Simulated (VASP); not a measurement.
# Mg5O6 in VASP: a series of runs

The runs below take Mg5O6 through single point, with r2SCAN.

Program: VASP 6.6.1. These are calculated values, not measurements. Logs are shortened: lines on timing, memory, paths and dates and some standing lists are left out, and cuts for length are marked.

## Step 1: The cell of the first run

The cell holds a slab with vacuum, 11 atoms: a = 2.973 Å, b = 2.973 Å, c = 27.137 Å, α = 90.00°, β = 90.00°, γ = 120.00°.

## Step 2: Single point, r2SCAN

Contents of POSCAR:

```
Mg5O6
1.0
    2.9728306127      0.0000000000      0.0000000000
   -1.4864153063      2.5745468317      0.0000000000
    0.0000000000      0.0000000000     27.1365301546
O Mg
6 5
Direct
    0.3333333333      0.6666666667      0.2763802136
    0.0000000000      0.0000000000      0.3658281281
    0.6666666667      0.3333333333      0.4552760427
    0.3333333333      0.6666666667      0.5447239573
    0.0000000000      0.0000000000      0.6341718719
    0.6666666667      0.3333333333      0.7236197864
    0.6666666667      0.3333333333      0.3211041709
    0.3333333333      0.6666666667      0.4105520854
    0.0000000000      0.0000000000      0.5000000000
    0.6666666667      0.3333333333      0.5894479146
    0.3333333333      0.6666666667      0.6788958291
```

Contents of INCAR.step1:

```
SYSTEM = Mg5O6
PREC = Accurate ; ENCUT = 520
ISMEAR = 0 ; SIGMA = 0.05
LREAL = .FALSE. ; LASPH = .TRUE.
NELM = 80 ; LDIPOL = .TRUE.
IDIPOL = 3 ; DIPOL = 0.5 0.5 0.500
NBANDS = 34 ; GGA = PE
ALGO = Normal ; EDIFF = 1E-4
LWAVE = .TRUE. ; LCHARG = .FALSE.
```

Contents of INCAR.step2:

```
SYSTEM = Mg5O6
PREC = Accurate ; ENCUT = 520
EDIFF = 1E-7 ; ISMEAR = 0
SIGMA = 0.05 ; LREAL = .FALSE.
LASPH = .TRUE. ; NELM = 80
ALGO = Normal ; ISIF = 2
LWAVE = .FALSE. ; LCHARG = .FALSE.
LDIPOL = .TRUE. ; IDIPOL = 3
DIPOL = 0.5 0.5 0.500 ; METAGGA = R2SCAN
LMIXTAU = .TRUE. ; NBANDS = 34
ISTART = 1
```

Contents of KPOINTS:

```
Automatic mesh
0
G
  9 9 1
  0 0 0
```

Potentials or basis: VASP PAW PBE potentials, release 64 (O, Mg).

Started as:

```sh
$ cat potpaw_PBE.64/O/POTCAR potpaw_PBE.64/Mg/POTCAR > POTCAR
$ cp INCAR.step1 INCAR
$ mpirun -np 1 vasp_std > vasp.out
$ cp INCAR.step2 INCAR
$ mpirun -np 1 vasp_std > vasp.out
```

OUTCAR:

```text
SYSTEM = Mg5O6
   PREC = Accurate
   ENCUT = 520
   EDIFF = 1E-7
   ISMEAR = 0
   LREAL = .FALSE.
   LASPH = .TRUE.
   NELM = 80
   ISIF = 2
   METAGGA = R2SCAN
   ISTART = 1

 ion  position               nearest neighbor table
   1  0.333  0.667  0.276-   7 2.10   7 2.10   7 2.10
   2  0.000  0.000  0.366-   7 2.10   7 2.10   7 2.10   8 2.10   8 2.10   8 2.10
   3  0.667  0.333  0.455-   8 2.10   9 2.10   8 2.10   9 2.10   9 2.10   8 2.10
   4  0.333  0.667  0.545-  10 2.10   9 2.10  10 2.10   9 2.10   9 2.10  10 2.10
   5  0.000  0.000  0.634-  11 2.10  11 2.10  11 2.10  10 2.10  10 2.10  10 2.10
   6  0.667  0.333  0.724-  11 2.10  11 2.10  11 2.10
   7  0.667  0.333  0.321-   2 2.10   2 2.10   2 2.10   1 2.10   1 2.10   1 2.10   8 2.97   8 2.97
                             8 2.97
   8  0.333  0.667  0.411-   3 2.10   2 2.10   3 2.10   2 2.10   2 2.10   3 2.10   7 2.97   7 2.97
                             7 2.97   9 2.97   9 2.97   9 2.97
   9  0.000  0.000  0.500-   3 2.10   4 2.10   4 2.10   3 2.10   3 2.10   4 2.10   8 2.97  10 2.97
                            10 2.97   8 2.97  10 2.97   8 2.97
  10  0.667  0.333  0.589-   4 2.10   5 2.10   4 2.10   5 2.10   5 2.10   4 2.10  11 2.97  11 2.97
                            11 2.97   9 2.97   9 2.97   9 2.97
  11  0.333  0.667  0.679-   5 2.10   5 2.10   5 2.10   6 2.10   6 2.10   6 2.10  10 2.97  10 2.97
                            10 2.97

  LATTYP: Found a hexagonal cell.
 ALAT       =     2.9728306127
 C/A-ratio  =     9.1281790623

  Lattice vectors:

 A1 = (   2.9728306127,   0.0000000000,   0.0000000000)
 A2 = (  -1.4864153063,   2.5745468317,   0.0000000000)
 A3 = (   0.0000000000,   0.0000000000,  27.1365301546)

Analysis of symmetry for initial positions (statically):
=====================================================================
 Subroutine PRICEL returns:
 Original cell was already a primitive cell.

 Routine SETGRP: Setting up the symmetry group for a
 hexagonal supercell.

 Subroutine GETGRP returns: Found 12 space group operations
 (whereof 12 operations were pure point group operations)
 out of a pool of 24 trial point group operations.

The static configuration has the point symmetry D_3d.

Analysis of symmetry for dynamics (positions and initial velocities):
=====================================================================
 Subroutine PRICEL returns:
 Original cell was already a primitive cell.

 Routine SETGRP: Setting up the symmetry group for a
 hexagonal supercell.

 Subroutine GETGRP returns: Found 12 space group operations
 (whereof 12 operations were pure point group operations)
 out of a pool of 24 trial point group operations.

The dynamic configuration has the point symmetry D_3d.

 Subroutine INISYM returns: Found 12 space group operations
 (whereof 12 operations are pure point group operations),
 and found     1 'primitive' translations

----------------------------------------------------------------------------------------

                                     Primitive cell

  volume of cell :     207.6946

  direct lattice vectors                    reciprocal lattice vectors
     2.972830613  0.000000000  0.000000000     0.336379744  0.194208936  0.000000000
    -1.486415306  2.574546832  0.000000000     0.000000000  0.388417871  0.000000000
     0.000000000  0.000000000 27.136530155     0.000000000  0.000000000  0.036850695

  length of vectors
     2.972830613  2.972830613 27.136530155     0.388417871  0.388417871  0.036850695

  position of ions in fractional coordinates (direct lattice)
     0.333333333  0.666666667  0.276380214
     0.000000000  0.000000000  0.365828128
     0.666666667  0.333333333  0.455276043
     0.333333333  0.666666667  0.544723957
     0.000000000  0.000000000  0.634171872
     0.666666667  0.333333333  0.723619786
     0.666666667  0.333333333  0.321104171
     0.333333333  0.666666667  0.410552085
     0.000000000  0.000000000  0.500000000
     0.666666667  0.333333333  0.589447915
     0.333333333  0.666666667  0.678895829

  ion indices of the primitive-cell ions
   primitive index   ion index
                 1           1
                 2           2
                 3           3
                 4           4
                 5           5
                 6           6
                 7           7
                 8           8
                 9           9
                10          10
                11          11

----------------------------------------------------------------------------------------

 KPOINTS: Automatic mesh

Automatic generation of k-mesh.
 Grid dimensions read from file:
 generate k-points for:    9    9    1

 Generating k-lattice:

  Cartesian coordinates                     Fractional coordinates (reciprocal lattice)
     0.037375527  0.021578771  0.000000000     0.111111111 -0.000000000  0.000000000
     0.000000000  0.043157541  0.000000000     0.000000000  0.111111111  0.000000000
     0.000000000  0.000000000  0.036850695     0.000000000  0.000000000  1.000000000

  Length of vectors
     0.043157541  0.043157541  0.036850695

  Shift w.r.t. Gamma in fractional coordinates (k-lattice)
     0.000000000  0.000000000  0.000000000

 Subroutine IBZKPT returns following result:
 ===========================================

 Found     12 irreducible k-points:

 Following reciprocal coordinates:
            Coordinates               Weight
  0.000000  0.000000  0.000000      1.000000
  0.111111  0.000000  0.000000      6.000000
  0.222222  0.000000  0.000000      6.000000
  0.333333  0.000000  0.000000      6.000000
  0.444444  0.000000  0.000000      6.000000
  0.111111  0.111111  0.000000      6.000000
  0.222222  0.111111  0.000000     12.000000
  0.333333  0.111111  0.000000     12.000000
  0.444444  0.111111  0.000000      6.000000
  0.222222  0.222222  0.000000      6.000000
  0.333333  0.222222  0.000000     12.000000
  0.333333  0.333333  0.000000      2.000000
   k-points           NKPTS =     12   k-points in BZ     NKDIM =     12   number of bands    NBANDS=     34
   number of dos      NEDOS =    301   number of ions     NIONS =     11
   total plane-waves  NPLWV = 120960
   dimension x,y,z NGX =    24 NGY =   24 NGZ =  210
   dimension x,y,z NGXF=    48 NGYF=   48 NGZF=  420
   ions per type =               6   5
   NGX,Y,Z   is equivalent  to a cutoff of  13.42, 13.42, 12.87 a.u.
   NGXF,Y,Z  is equivalent  to a cutoff of  26.84, 26.84, 25.73 a.u.
 SYSTEM =  Mg5O6
   PREC   = accura    normal or accurate (medium, high low for compatibility)
   ISTART =      1    job   : 0-new  1-cont  2-samecut
   ICHARG =      0    charge: 1-file 2-atom 10-const
   ISPIN  =      1    spin polarized calculation?
   LNONCOLLINEAR =      F non collinear calculations
   LSORBIT =      F    spin-orbit coupling
   LASPH  =      T    aspherical Exc in radial PAW
   ENCUT  =  520.0 eV  38.22 Ry    6.18 a.u.   5.53  5.53 50.46*2*pi/ulx,y,z
   NELM   =     80;   NELMIN=  2; NELMDL=  0     # of ELM steps
   EDIFF  = 0.1E-06   stopping-criterion for ELM
   LREAL  =      F    real-space projection
   EDIFFG = 0.1E-05   stopping-criterion for IOM
   NSW    =      0    number of steps for IOM
   IBRION =     -1    ionic relax: 0-MD 1-quasi-New 2-CG
   NFREE  =      0    steps in history (QN), initial steepest desc. (CG)
   ISIF   =      2    stress and relaxation
   ISYM   =      2    0-nonsym 1-usesym 2-fastsym
   POTIM  = 0.5000    time-step for ionic-motion
   TEBEG  =    0.0;   TEEND  =   0.0 temperature during run
   PSTRESS=    0.0 pullay stress
   NELECT =      46.0000    total number of electrons
   NUPDOWN=      -1.0000    fix difference up-down
   EMIN   =  10.00;   EMAX   =-10.00  energy-range for DOS
   EFERMI =   0.00;   METHOD = LEGACY
   ISMEAR =     0;   SIGMA  =   0.05  broadening in eV -4-tet -1-fermi 0-gaus
   EFERMI_NEDOS =   21; number of points for ismear=-14 and -15
   IALGO  =     38    algorithm
   IMIX   =      4    mixing-type and parameters
     AMIX     =   0.40;   BMIX     =  1.00
     AMIX_MAG =   1.60;   BMIX_MAG =  1.00
  volume/ion in A,a.u.               =      18.88       127.42
  Fermi-wavevector in a.u.,A,eV,Ry     =   0.990495  1.871764 13.348412  0.981081
  Thomas-Fermi vector in A             =   2.122170
   LORBIT       =      0    0 simple, 1 ext, 2 COOP (PROOUT), +10 PAW based schemes
   METAGGA = R2SCAN    functional components
   LHFCALC =     F    Hartree Fock is set to
   AEXX    =    0.0000 exact exchange contribution
   IVDW    =     0    specifies the selected vdW correction
   LEPSILON=     F    determine dielectric tensor
   LRPA    =     F    only Hartree local field effects (RPA)
 non-spin polarized calculation
 Gauss-broadening in eV      SIGMA  =   0.05
  energy-cutoff  :      520.00
  volume of cell :      207.69
 maximum number of plane-waves:      5693
 NGX is ok and might be reduce to    24
   NGX = 11   NGY = 11   NGZ =101

 dipolmoment           0.000000      0.000000      0.000000 electrons x Angstroem

 number of electron      46.0000010 magnetization

 dipolmoment           0.000000      0.000000     -0.000000 electrons x Angstroem

 Free energy of the ion-electron system (eV)
  ---------------------------------------------------
  ext. energy  EPLUGINS =         0.00000000
  ---------------------------------------------------
  free energy    TOTEN  =       -81.93106639 eV

  energy without entropy =      -81.91700216  energy(sigma->0) =      -81.92403428

 E-fermi :  -3.9985     XC(G=0):  -6.1348

 val. band max:       -4.0385015411   @ k =   0.1111   0.1111   0.0000
 cond. band min:      -3.9925436918   @ k =   0.2222   0.1111   0.0000
 fundamental gap:      0.0459578493
 Fermi energy:        -3.9985236578

 k-point     1 :       0.0000    0.0000    0.0000
  band No.  band energies     occupation
      1     -22.5654      2.00000
      2     -22.2491      2.00000
      3     -21.8843      2.00000
      4     -21.5742      2.00000
      5     -20.7240      2.00000
      6     -20.7184      2.00000
[... 26 lines left out ...]
     33       7.8163      0.00000
     34       8.9196      0.00000

 k-point     2 :       0.1111    0.0000    0.0000
  band No.  band energies     occupation
      1     -22.4548      2.00000
      2     -22.1502      2.00000
      3     -21.8029      2.00000
      4     -21.5152      2.00000
      5     -20.6669      2.00000
      6     -20.6625      2.00000
[... 26 lines left out ...]
     33       8.0537      0.00000
     34       9.0262      0.00000

 k-point     3 :       0.2222    0.0000    0.0000
  band No.  band energies     occupation
      1     -22.1559      2.00000
      2     -21.8866      2.00000
      3     -21.5906      2.00000
      4     -21.3675      2.00000
      5     -20.5185      2.00000
      6     -20.5165      2.00000
[... 26 lines left out ...]
     33       8.1503      0.00000
     34       8.6708      0.00000
[... 260 lines left out ...]
 k-point    11 :       0.3333    0.2222    0.0000
  band No.  band energies     occupation
      1     -21.3296      2.00000
      2     -21.2311      2.00000
      3     -21.1120      2.00000
      4     -21.0966      2.00000
      5     -20.1665      2.00000
      6     -20.1665      2.00000
[... 26 lines left out ...]
     33       8.9308      0.00000
     34       9.3718      0.00000

 k-point    12 :       0.3333    0.3333    0.0000
  band No.  band energies     occupation
      1     -21.2067      2.00000
      2     -21.2067      2.00000
      3     -21.0748      2.00000
      4     -21.0746      2.00000
      5     -20.1320      2.00000
      6     -20.1320      2.00000
[... 26 lines left out ...]
     33       9.2494      0.00000
     34       9.4554      0.00000

------------------------ aborting loop because EDIFF is reached ----------------------------------------

 vacuum level on the upper side and lower side of the slab       (xc-potential included)        -0.027        -0.027

  FORCE on cell =-STRESS in cart. coord.  units (eV):
  Direction    XX          YY          ZZ          XY          YZ          ZX
  --------------------------------------------------------------------------------------
  -------------------------------------------------------------------------------------
  Total       -1.9118355     -1.9118355     -2.0445056     -0.0000000     -0.0000000     -0.0000000
  in kB      -14.7480919    -14.7480919    -15.7715221     -0.0000000     -0.0000000     -0.0000000
  external PRESSURE =     -15.0892353 kB  Pullay stress =       0.0000000 kB

 VOLUME and BASIS-vectors are now :
 -----------------------------------------------------------------------------
  energy-cutoff  :      520.00
  volume of cell :      207.69
      direct lattice vectors                 reciprocal lattice vectors
     2.972830613  0.000000000  0.000000000     0.336379744  0.194208936  0.000000000
    -1.486415306  2.574546832  0.000000000     0.000000000  0.388417871  0.000000000
     0.000000000  0.000000000 27.136530155     0.000000000  0.000000000  0.036850695

 POSITION                                       TOTAL-FORCE (eV/Angst)
 -----------------------------------------------------------------------------------
     -0.00000      1.71636      7.50000        -0.000000     -0.000000      0.809884
      0.00000      0.00000      9.92731        -0.000000     -0.000000      0.321926
      1.48642      0.85818     12.35461         0.000000      0.000000      0.045738
     -0.00000      1.71636     14.78192        -0.000000     -0.000000     -0.045738
      0.00000      0.00000     17.20922        -0.000000      0.000000     -0.321926
      1.48642      0.85818     19.63653        -0.000000      0.000000     -0.809884
      1.48642      0.85818      8.71365        -0.000000     -0.000000     -1.020059
     -0.00000      1.71636     11.14096        -0.000000      0.000000     -0.103134
      0.00000      0.00000     13.56827        -0.000000      0.000000      0.000000
      1.48642      0.85818     15.99557         0.000000     -0.000000      0.103134
     -0.00000      1.71636     18.42288         0.000000      0.000000      1.020059
 -----------------------------------------------------------------------------------
    total drift:                               -0.000000      0.000000      0.000000

  FREE ENERGIE OF THE ION-ELECTRON SYSTEM (eV)
  ---------------------------------------------------
  free  energy   TOTEN  =       -81.9310663936 eV

  energy  without entropy=      -81.9170021646  energy(sigma->0) =      -81.92403428

 vacuum level on the upper side and lower side of the slab         6.451         6.451
```

It took 9.7 min on 1 thread of Intel Xeon Platinum 8488C (Sapphire Rapids), shared host; peak memory 0.41 GiB.

Results:

| Property | Result |
| --- | --- |
| Free energy | -81.9311 eV |
| Largest force | 1.020 eV/Å |
| Band gap on the k mesh | zero (bands 23 and 24 overlap by 0.57 eV) |

Forces on the atoms (eV/Å):
```
O    0.000  0.000  0.810
O    0.000  0.000  0.322
O    0.000  0.000  0.046
O    0.000  0.000 -0.046
O    0.000  0.000 -0.322
O    0.000  0.000 -0.810
Mg   0.000  0.000 -1.020
Mg   0.000  0.000 -0.103
Mg   0.000  0.000  0.000
Mg   0.000  0.000  0.103
Mg   0.000  0.000  1.020
```

Levels at points of the mesh, in eV from the Fermi level:
```csv
k point,band 20,band 21,band 22,band 23,band 24,band 25,band 26,band 27
"(0.00, 0.00, 0.00)",-0.09,0.46,0.46,0.46,0.46,5.70,6.75,7.76
```

Caveat: the PAW data sets were made with another functional, which shifts forces and pressure a little.

## Step 3: Single point, r2SCAN

POSCAR is that of step 2.

Contents of INCAR.step1:

```
PREC = Accurate ; ENCUT = 520
ISMEAR = 1 ; SIGMA = 0.2
LREAL = False ; LASPH = True
NELM = 60 ; LDIPOL = True
IDIPOL = 3 ; DIPOL = 0.5 0.5 0.500
NBANDS = 34 ; GGA = PE
ALGO = Normal ; EDIFF = 1E-4
LWAVE = True ; LCHARG = False
```

Contents of INCAR.step2:

```
PREC = Accurate ; ENCUT = 520
EDIFF = 1E-6 ; ISMEAR = 1
SIGMA = 0.2 ; LREAL = False
LASPH = True ; NELM = 60
ALGO = Normal ; ISIF = 2
LWAVE = False ; LCHARG = True
LDIPOL = True ; IDIPOL = 3
DIPOL = 0.5 0.5 0.500 ; METAGGA = R2SCAN
LMIXTAU = True ; LELF = True
LVHAR = True ; LVACPOTAV = True
NBANDS = 34 ; ISTART = 1
```

Contents of KPOINTS:

```
regular mesh
0
Gamma
  9 9 1
```

Potentials or basis: VASP PAW PBE potentials, release 64 (O, Mg).

Started as:

```sh
$ cat potpaw_PBE.64/O/POTCAR potpaw_PBE.64/Mg/POTCAR > POTCAR
$ cp INCAR.step1 INCAR
$ mpirun -np 1 vasp_std > vasp.out
$ cp INCAR.step2 INCAR
$ mpirun -np 1 vasp_std > vasp.out
```

It took 7.6 min on 1 thread of Intel Xeon Platinum 8488C (Sapphire Rapids), shared host; peak memory 0.41 GiB.

Results (log left out):

```
Free energy            : -81.9198 eV
Largest force          : 1.099 eV/Å
Band gap on the k mesh : zero (bands 23 and 24 overlap by 0.61 eV)
```

Forces in eV/Å, atoms in the order of the input:
```
O    0.000  0.000  0.892
O    0.000  0.000  0.316
O    0.000  0.000  0.043
O    0.000  0.000 -0.043
O    0.000  0.000 -0.316
O    0.000  0.000 -0.892
Mg   0.000  0.000 -1.099
Mg   0.000  0.000 -0.098
Mg   0.000  0.000  0.000
Mg   0.000  0.000  0.098
Mg   0.000  0.000  1.099
```

Levels at points of the mesh, in eV from the Fermi level:
```csv
k point,band 19,band 20,band 21,band 22,band 23,band 24,band 25,band 26,band 27,band 28
"(0.00, 0.00, 0.00)",-0.38,-0.14,0.45,0.45,0.45,0.45,5.64,6.69,7.70,8.24
```

Caveat: the PAW data sets were made with another functional, which shifts forces and pressure a little.
